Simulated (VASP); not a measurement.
# Cu3N (Pm-3m) in VASP: a series of runs

Cu3N is run at these levels: PBE; tasks: single point.

Everything below comes from runs of VASP 6.6.1. Logs are shortened: lines on timing, memory, paths and dates and some standing lists are left out, and cuts for length are marked.

## Step 1: The cell of the first run

It takes space group Pm-3m (No. 221, cubic). The conventional cell has a = 3.807 Å, b = 3.807 Å, c = 3.807 Å, α = 90.00°, β = 90.00°, γ = 90.00°. Within 2.5 Å of Cu (site symmetry 4/mmm) lie 2 N at 1.90 Å. N (site symmetry m-3m) has 6 Cu at 1.90 Å within 2.5 Å.

## Step 2: Single point, PBE

Input file INCAR:

```
PREC = Accurate
ENCUT = 600
EDIFF = 1E-6
ISMEAR = 0
SIGMA = 0.01
LREAL = F
LASPH = T
NELM = 120
ALGO = Normal
ISIF = 2
LWAVE = F
LCHARG = T
GGA = PE
LELF = T
LVHAR = T
NBANDS = 27
GGA_COMPAT = F
```

Input file KPOINTS:

```
Automatic mesh
0
Gamma
  10 10 10
```

Input file POSCAR:

```
Cu3N
1.0
    3.8070000000      0.0000000000      0.0000000000
    0.0000000000      3.8070000000      0.0000000000
    0.0000000000      0.0000000000      3.8070000000
Cu N
3 1
Direct
    0.5000000000      0.0000000000      0.0000000000
    0.0000000000      0.5000000000      0.0000000000
    0.0000000000      0.0000000000      0.5000000000
    0.0000000000      0.0000000000      0.0000000000
```

Potentials or basis: VASP PAW PBE potentials, release 64 (Cu, N).

On the command line:

```sh
> cat potpaw_PBE.64/Cu/POTCAR potpaw_PBE.64/N/POTCAR > POTCAR
> mpirun -np 1 vasp_std > vasp.out
```

OUTCAR:

```text
PREC = Accurate
   ENCUT = 600
   EDIFF = 1E-6
   ISMEAR = 0
   LREAL = F
   LASPH = T
   NELM = 120
   ISIF = 2
   GGA = PE

 ion  position               nearest neighbor table
   1  0.500  0.000  0.000-   4 1.90   4 1.90   2 2.69   3 2.69   2 2.69   2 2.69   3 2.69   3 2.69
                             3 2.69   2 2.69
   2  0.000  0.500  0.000-   4 1.90   4 1.90   1 2.69   3 2.69   1 2.69   3 2.69   3 2.69   3 2.69
                             1 2.69   1 2.69
   3  0.000  0.000  0.500-   4 1.90   4 1.90   1 2.69   1 2.69   2 2.69   2 2.69   2 2.69   2 2.69
                             1 2.69   1 2.69
   4  0.000  0.000  0.000-   1 1.90   2 1.90   3 1.90   3 1.90   2 1.90   1 1.90

  LATTYP: Found a simple cubic cell.
 ALAT       =     3.8070000000

  Lattice vectors:

 A1 = (   3.8070000000,   0.0000000000,   0.0000000000)
 A2 = (   0.0000000000,   3.8070000000,   0.0000000000)
 A3 = (   0.0000000000,   0.0000000000,   3.8070000000)

Analysis of symmetry for initial positions (statically):
=====================================================================
 Subroutine PRICEL returns:
 Original cell was already a primitive cell.

 Routine SETGRP: Setting up the symmetry group for a
 simple cubic supercell.

 Subroutine GETGRP returns: Found 48 space group operations
 (whereof 48 operations were pure point group operations)
 out of a pool of 48 trial point group operations.

The static configuration has the point symmetry O_h .

Analysis of symmetry for dynamics (positions and initial velocities):
=====================================================================
 Subroutine PRICEL returns:
 Original cell was already a primitive cell.

 Routine SETGRP: Setting up the symmetry group for a
 simple cubic supercell.

 Subroutine GETGRP returns: Found 48 space group operations
 (whereof 48 operations were pure point group operations)
 out of a pool of 48 trial point group operations.

The dynamic configuration has the point symmetry O_h .

 Subroutine INISYM returns: Found 48 space group operations
 (whereof 48 operations are pure point group operations),
 and found     1 'primitive' translations

----------------------------------------------------------------------------------------

                                     Primitive cell

  volume of cell :      55.1758

  direct lattice vectors                    reciprocal lattice vectors
     3.807000000  0.000000000  0.000000000     0.262674022  0.000000000  0.000000000
     0.000000000  3.807000000  0.000000000     0.000000000  0.262674022  0.000000000
     0.000000000  0.000000000  3.807000000     0.000000000  0.000000000  0.262674022

  length of vectors
     3.807000000  3.807000000  3.807000000     0.262674022  0.262674022  0.262674022

  position of ions in fractional coordinates (direct lattice)
     0.500000000  0.000000000  0.000000000
     0.000000000  0.500000000  0.000000000
     0.000000000  0.000000000  0.500000000
     0.000000000  0.000000000  0.000000000

  ion indices of the primitive-cell ions
   primitive index   ion index
                 1           1
                 2           2
                 3           3
                 4           4

----------------------------------------------------------------------------------------

 KPOINTS: Automatic mesh

Automatic generation of k-mesh.
 Grid dimensions read from file:
 generate k-points for:   10   10   10

 Generating k-lattice:

  Cartesian coordinates                     Fractional coordinates (reciprocal lattice)
     0.026267402  0.000000000  0.000000000     0.100000000  0.000000000  0.000000000
     0.000000000  0.026267402  0.000000000     0.000000000  0.100000000  0.000000000
     0.000000000  0.000000000  0.026267402     0.000000000  0.000000000  0.100000000

  Length of vectors
     0.026267402  0.026267402  0.026267402

  Shift w.r.t. Gamma in fractional coordinates (k-lattice)
     0.000000000  0.000000000  0.000000000

 Subroutine IBZKPT returns following result:
 ===========================================

 Found     56 irreducible k-points:

 Following reciprocal coordinates:
            Coordinates               Weight
  0.000000  0.000000  0.000000      1.000000
  0.100000  0.000000  0.000000      6.000000
  0.200000  0.000000  0.000000      6.000000
  0.300000  0.000000  0.000000      6.000000
  0.400000  0.000000  0.000000      6.000000
  0.500000  0.000000  0.000000      3.000000
[... 16 lines left out ...]
  0.200000  0.100000  0.100000     24.000000
  0.300000  0.100000  0.100000     24.000000
 [... further k-points ...]
   k-points           NKPTS =     56   k-points in BZ     NKDIM =     56   number of bands    NBANDS=     27
   number of dos      NEDOS =    301   number of ions     NIONS =      4
   total plane-waves  NPLWV =  27000
   dimension x,y,z NGX =    30 NGY =   30 NGZ =   30
   dimension x,y,z NGXF=    60 NGYF=   60 NGZF=   60
   ions per type =               3   1
   NGX,Y,Z   is equivalent  to a cutoff of  13.10, 13.10, 13.10 a.u.
   NGXF,Y,Z  is equivalent  to a cutoff of  26.20, 26.20, 26.20 a.u.
 SYSTEM =  unknown system
   PREC   = accura    normal or accurate (medium, high low for compatibility)
   ISTART =      0    job   : 0-new  1-cont  2-samecut
   ICHARG =      2    charge: 1-file 2-atom 10-const
   ISPIN  =      1    spin polarized calculation?
   LNONCOLLINEAR =      F non collinear calculations
   LSORBIT =      F    spin-orbit coupling
   LASPH  =      T    aspherical Exc in radial PAW
   ENCUT  =  600.0 eV  44.10 Ry    6.64 a.u.   7.60  7.60  7.60*2*pi/ulx,y,z
   NELM   =    120;   NELMIN=  2; NELMDL= -5     # of ELM steps
   EDIFF  = 0.1E-05   stopping-criterion for ELM
   LREAL  =      F    real-space projection
   EDIFFG = 0.1E-04   stopping-criterion for IOM
   NSW    =      0    number of steps for IOM
   IBRION =     -1    ionic relax: 0-MD 1-quasi-New 2-CG
   NFREE  =      0    steps in history (QN), initial steepest desc. (CG)
   ISIF   =      2    stress and relaxation
   ISYM   =      2    0-nonsym 1-usesym 2-fastsym
   POTIM  = 0.5000    time-step for ionic-motion
   TEBEG  =    0.0;   TEEND  =   0.0 temperature during run
   PSTRESS=    0.0 pullay stress
   NELECT =      38.0000    total number of electrons
   NUPDOWN=      -1.0000    fix difference up-down
   EMIN   =  10.00;   EMAX   =-10.00  energy-range for DOS
   EFERMI =   0.00;   METHOD = LEGACY
   ISMEAR =     0;   SIGMA  =   0.01  broadening in eV -4-tet -1-fermi 0-gaus
   EFERMI_NEDOS =   21; number of points for ismear=-14 and -15
   IALGO  =     38    algorithm
   IMIX   =      4    mixing-type and parameters
     AMIX     =   0.40;   BMIX     =  1.00
     AMIX_MAG =   1.60;   BMIX_MAG =  1.00
  volume/ion in A,a.u.               =      13.79        93.09
  Fermi-wavevector in a.u.,A,eV,Ry     =   1.445728  2.732029 28.437924  2.090128
  Thomas-Fermi vector in A             =   2.563877
   LORBIT       =      0    0 simple, 1 ext, 2 COOP (PROOUT), +10 PAW based schemes
   GGA     = PE    functional components
   LHFCALC =     F    Hartree Fock is set to
   AEXX    =    0.0000 exact exchange contribution
   IVDW    =     0    specifies the selected vdW correction
   LEPSILON=     F    determine dielectric tensor
   LRPA    =     F    only Hartree local field effects (RPA)
 non-spin polarized calculation
 Gauss-broadening in eV      SIGMA  =   0.01
  energy-cutoff  :      600.00
  volume of cell :       55.18
 maximum number of plane-waves:      1863
   NGX = 15   NGY = 15   NGZ = 15

 number of electron      37.9999955 magnetization

 Free energy of the ion-electron system (eV)
  ---------------------------------------------------
  ext. energy  EPLUGINS =         0.00000000
  ---------------------------------------------------
  free energy    TOTEN  =       -18.38289658 eV

  energy without entropy =      -18.38289658  energy(sigma->0) =      -18.38289658

 E-fermi :   5.0214     XC(G=0): -10.8197

 val. band max:        4.9756821932   @ k =   0.5000   0.5000   0.5000
 cond. band min:       5.1697737799   @ k =   0.5000   0.5000   0.0000
 fundamental gap:      0.1940915867
 Fermi energy:         5.0213990069

 k-point     1 :       0.0000    0.0000    0.0000
  band No.  band energies     occupation
      1     -11.8959      2.00000
      2      -0.2946      2.00000
      3       0.1834      2.00000
      4       0.1834      2.00000
      5       0.1834      2.00000
      6       1.0912      2.00000
[... 19 lines left out ...]
     26      17.2589      0.00000
     27      17.2594      0.00000

 k-point     2 :       0.1000    0.0000    0.0000
  band No.  band energies     occupation
      1     -11.8589      2.00000
      2      -0.4379      2.00000
      3       0.0255      2.00000
      4       0.0679      2.00000
      5       0.0679      2.00000
      6       1.1017      2.00000
[... 19 lines left out ...]
     26      16.6471      0.00000
     27      16.7869      0.00000

 k-point     3 :       0.2000    0.0000    0.0000
  band No.  band energies     occupation
      1     -11.7589      2.00000
      2      -1.1082      2.00000
      3      -0.1539      2.00000
      4      -0.1539      2.00000
      5       0.1503      2.00000
      6       1.1300      2.00000
[... 19 lines left out ...]
     26      15.4191      0.00000
     27      15.8957      0.00000

 k-point     4 :       0.3000    0.0000    0.0000
  band No.  band energies     occupation
      1     -11.6286      2.00000
      2      -1.8335      2.00000
      3      -0.3561      2.00000
      4      -0.3561      2.00000
      5       0.4642      2.00000
      6       1.1667      2.00000
[... 19 lines left out ...]
     26      14.5221      0.00000
     27      15.0615      0.00000

 k-point     5 :       0.4000    0.0000    0.0000
  band No.  band energies     occupation
      1     -11.5170      2.00000
      2      -2.3471      2.00000
      3      -0.4899      2.00000
      4      -0.4899      2.00000
      5       0.8414      2.00000
      6       1.1980      2.00000
[... 19 lines left out ...]
     26      14.4724      0.00000
     27      14.4724      0.00000

 k-point     6 :       0.5000    0.0000    0.0000
  band No.  band energies     occupation
      1     -11.4727      2.00000
      2      -2.5314      2.00000
      3      -0.5363      2.00000
      4      -0.5363      2.00000
      5       1.0874      2.00000
      6       1.2103      2.00000
[... 444 lines left out ...]
      1     -11.0393      2.00000
      2      -2.6396      2.00000
      3      -2.6396      2.00000
      4      -1.0163      2.00000
      5       1.8143      2.00000
      6       1.8143      2.00000
[... 19 lines left out ...]
     26      15.9839      0.00000
     27      17.2756      0.00000

 k-point    22 :       0.1000    0.1000    0.1000
  band No.  band energies     occupation
      1     -11.7847      2.00000
      2      -0.5729      2.00000
      3      -0.3702      2.00000
      4      -0.3702      2.00000
      5       0.1937      2.00000
      6       1.2322      2.00000
[... 19 lines left out ...]
     26      15.4798      0.00000
     27      15.4798      0.00000

 k-point    23 :       0.2000    0.1000    0.1000
  band No.  band energies     occupation
      1     -11.6845      2.00000
      2      -1.1605      2.00000
      3      -0.5789      2.00000
      4      -0.5317      2.00000
      5       0.3420      2.00000
      6       1.2587      2.00000
[... 19 lines left out ...]
     26      14.4195      0.00000
     27      15.0230      0.00000

 k-point    24 :       0.3000    0.1000    0.1000
  band No.  band energies     occupation
      1     -11.5537      2.00000
      2      -1.8673      2.00000
      3      -0.7009      2.00000
      4      -0.6944      2.00000
      5       0.6232      2.00000
      6       1.3018      2.00000
[... 19 lines left out ...]
     26      14.2247      0.00000
     27      15.2866      0.00000

 [... further k-points ...]
[... 5 lines left out ...]
  --------------------------------------------------------------------------------------
  -------------------------------------------------------------------------------------
  Total        0.9307653      0.9307653      0.9307653     -0.0000000      0.0000000     -0.0000000
  in kB       27.0272685     27.0272685     27.0272685     -0.0000000      0.0000000     -0.0000000
  external PRESSURE =      27.0272685 kB  Pullay stress =       0.0000000 kB

 VOLUME and BASIS-vectors are now :
 -----------------------------------------------------------------------------
  energy-cutoff  :      600.00
  volume of cell :       55.18
      direct lattice vectors                 reciprocal lattice vectors
     3.807000000  0.000000000  0.000000000     0.262674022  0.000000000  0.000000000
     0.000000000  3.807000000  0.000000000     0.000000000  0.262674022  0.000000000
     0.000000000  0.000000000  3.807000000     0.000000000  0.000000000  0.262674022

 POSITION                                       TOTAL-FORCE (eV/Angst)
 -----------------------------------------------------------------------------------
      1.90350      0.00000      0.00000         0.000000      0.000000      0.000000
      0.00000      1.90350      0.00000         0.000000      0.000000      0.000000
      0.00000      0.00000      1.90350         0.000000      0.000000      0.000000
      0.00000      0.00000      0.00000         0.000000      0.000000      0.000000
 -----------------------------------------------------------------------------------
    total drift:                                0.000000      0.000000      0.000000

  FREE ENERGIE OF THE ION-ELECTRON SYSTEM (eV)
  ---------------------------------------------------
  free  energy   TOTEN  =       -18.3828965773 eV

  energy  without entropy=      -18.3828965773  energy(sigma->0) =      -18.38289658
```

It took 37 s on 1 thread of Intel Xeon 6975P-C (Granite Rapids), shared host; peak memory 0.22 GiB.

What came out:

```
Free energy            : -18.3829 eV
Pressure               : 2.7 GPa
Band gap on the k mesh : 0.19 eV, indirect (least direct gap 0.74 eV)
```

A k mesh can miss the band edges.

## Step 3: Single point, PBE

This run uses another cell than the first one, of 14.02 Å³/atom, 1.016 times its volume.

Input file INCAR:

```
PREC = Accurate ; ENCUT = 600
EDIFF = 1E-6 ; ISMEAR = 0
SIGMA = 0.01 ; LREAL = F
LASPH = T ; NELM = 120
ALGO = Normal ; ISIF = 2
LWAVE = F ; LCHARG = T
GGA = PE ; LELF = T
LVHAR = T ; NBANDS = 27
GGA_COMPAT = F
```

KPOINTS is that of step 2.

Input file POSCAR:

```
Cu3N
1.0
    3.8272904609      0.0000000000      0.0000000000
    0.0000000000      3.8272904609      0.0000000000
    0.0000000000      0.0000000000      3.8272904609
Cu N
3 1
Direct
    0.5000000000      0.0000000000      0.0000000000
    0.0000000000      0.5000000000      0.0000000000
    0.0000000000      0.0000000000      0.5000000000
    0.0000000000      0.0000000000      0.0000000000
```

Potentials or basis: VASP PAW PBE potentials, release 64 (Cu, N).

On the command line:

```sh
> cat potpaw_PBE.64/Cu/POTCAR potpaw_PBE.64/N/POTCAR > POTCAR
> mpirun -np 1 vasp_std > vasp.out
```

Wall time 30 s (1 thread of Intel Xeon 6975P-C (Granite Rapids), shared host); peak memory 0.22 GiB.

Results (log left out):

- Free energy: -18.3919 eV
- Pressure: 0.8 GPa
- Band gap on the k mesh: 0.25 eV, indirect (least direct gap 0.79 eV)

Levels at points of the mesh, in eV from the valence-band top:
| k point | band 15 | band 16 | band 17 | band 18 | band 19 | band 20 | band 21 | band 22 | band 23 | band 24 |
| --- | --- | --- | --- | --- | --- | --- | --- | --- | --- | --- |
| (0.00, 0.00, 0.00) | -2.31 | -1.79 | -1.79 | -1.79 | -1.76 | 0.97 | 5.25 | 5.25 | 6.60 | 6.60 |
| (0.50, 0.00, 0.00) | -2.30 | -2.14 | -1.79 | -1.38 | -1.38 | 1.54 | 3.33 | 6.71 | 7.19 | 7.19 |
| (0.50, 0.50, 0.00) | -2.36 | -2.10 | -1.05 | -1.05 | -0.67 | 0.25 | 3.53 | 4.81 | 4.81 | 8.17 |
| (0.50, 0.50, 0.50) | -1.83 | -1.83 | 0.00 | 0.00 | 0.00 | 0.87 | 0.87 | 0.87 | 6.15 | 7.95 |

A k mesh can miss the band edges.

## Step 4: Single point, PBE (volume scaled by 1.03)

Input file INCAR:

```
PREC = Accurate
ENCUT = 600
EDIFF = 1E-6
ISMEAR = 0
SIGMA = 0.01
LREAL = False
LASPH = True
NELM = 120
ALGO = Normal
ISIF = 2
LWAVE = False
LCHARG = False
GGA = PE
NBANDS = 27
GGA_COMPAT = False
```

KPOINTS is that of step 3.

Input file POSCAR:

```
Cu3N
1.0
    3.8651868904      0.0000000000      0.0000000000
    0.0000000000      3.8651868904      0.0000000000
    0.0000000000      0.0000000000      3.8651868904
Cu N
3 1
Direct
    0.5000000000      0.0000000000      0.0000000000
    0.0000000000      0.5000000000      0.0000000000
    0.0000000000      0.0000000000      0.5000000000
    0.0000000000      0.0000000000      0.0000000000
```

On the command line:

```sh
> cat potpaw_PBE.64/Cu/POTCAR potpaw_PBE.64/N/POTCAR > POTCAR
> mpirun -np 1 vasp_std > vasp.out
```

It took 31 s on 1 thread of Intel Xeon 6975P-C (Granite Rapids), shared host; peak memory 0.23 GiB.

Results (log left out):

* Free energy: -18.3813 eV
* Pressure: -2.4 GPa
* Band gap on the k mesh: 0.34 eV, indirect (least direct gap 0.87 eV)

Levels at points of the mesh, in eV from the valence-band top:
```csv
k point,band 16,band 17,band 18,band 19,band 20,band 21,band 22,band 23
"(0.00, 0.00, 0.00)",-1.72,-1.72,-1.72,-1.68,0.89,5.13,5.13,6.55
"(0.50, 0.00, 0.00)",-2.05,-1.72,-1.32,-1.32,1.46,3.30,6.53,7.13
"(0.50, 0.50, 0.00)",-2.02,-1.00,-1.00,-0.63,0.34,3.41,4.75,4.75
"(0.50, 0.50, 0.50)",-1.76,0.00,0.00,0.00,0.97,0.97,0.97,6.15
```

Caveat: the cell differs from its parent crystal (volume scaled by 1.03). A k mesh can miss the band edges.

## Step 5: Single point, PBE (volume scaled by 1.10)

INCAR is that of step 4.

Input file KPOINTS:

```
regular mesh
0
Gamma
  10 10 10
```

Input file POSCAR:

```
Cu3N
1.0
    3.9508358388      0.0000000000      0.0000000000
    0.0000000000      3.9508358388      0.0000000000
    0.0000000000      0.0000000000      3.9508358388
Cu N
3 1
Direct
    0.5000000000      0.0000000000      0.0000000000
    0.0000000000      0.5000000000      0.0000000000
    0.0000000000      0.0000000000      0.5000000000
    0.0000000000      0.0000000000      0.0000000000
```

On the command line:

```sh
> cat potpaw_PBE.64/Cu/POTCAR potpaw_PBE.64/N/POTCAR > POTCAR
> mpirun -np 1 vasp_std > vasp.out
```

Wall time 33 s (1 thread of Intel Xeon 6975P-C (Granite Rapids), shared host); peak memory 0.23 GiB.

It converged, with:

| Quantity | Value |
| --- | --- |
| Free energy | -18.2433 eV |
| Pressure | -8.2 GPa |
| Band gap on the k mesh | 0.55 eV, indirect (least direct gap 1.04 eV) |

Levels at points of the mesh, in eV from the valence-band top:
| k point | band 16 | band 17 | band 18 | band 19 | band 20 | band 21 | band 22 | band 23 |
| --- | --- | --- | --- | --- | --- | --- | --- | --- |
| (0.00, 0.00, 0.00) | -1.56 | -1.56 | -1.56 | -1.54 | 0.72 | 4.88 | 4.88 | 6.45 |
| (0.50, 0.00, 0.00) | -1.87 | -1.56 | -1.19 | -1.19 | 1.29 | 3.24 | 6.14 | 7.00 |
| (0.50, 0.50, 0.00) | -1.84 | -0.91 | -0.91 | -0.56 | 0.55 | 3.16 | 4.60 | 4.60 |
| (0.50, 0.50, 0.50) | -1.60 | 0.00 | 0.00 | 0.00 | 1.18 | 1.18 | 1.18 | 6.15 |

Caveat: the cell differs from its parent crystal (volume scaled by 1.10).

## Step 6: Summary

```csv
cell,gap on the mesh (eV),pressure (GPa)
"a = 3.807 Å, 4 atoms",0.19,2.7
"a = 3.827 Å, 4 atoms",0.25,0.8
"a = 3.865 Å, 4 atoms",0.34,-2.4
"a = 3.951 Å, 4 atoms",0.55,-8.2
```

Alike in all rows: task single point; level PBE; potentials or basis VASP PAW PBE potentials, release 64 (Cu, N); no spin polarisation; k mesh 10 × 10 × 10; cutoff (eV) 600; smearing gaussian 0.01 eV.

Total energies depend on the potentials used, so only differences within one code and one set of settings carry meaning.
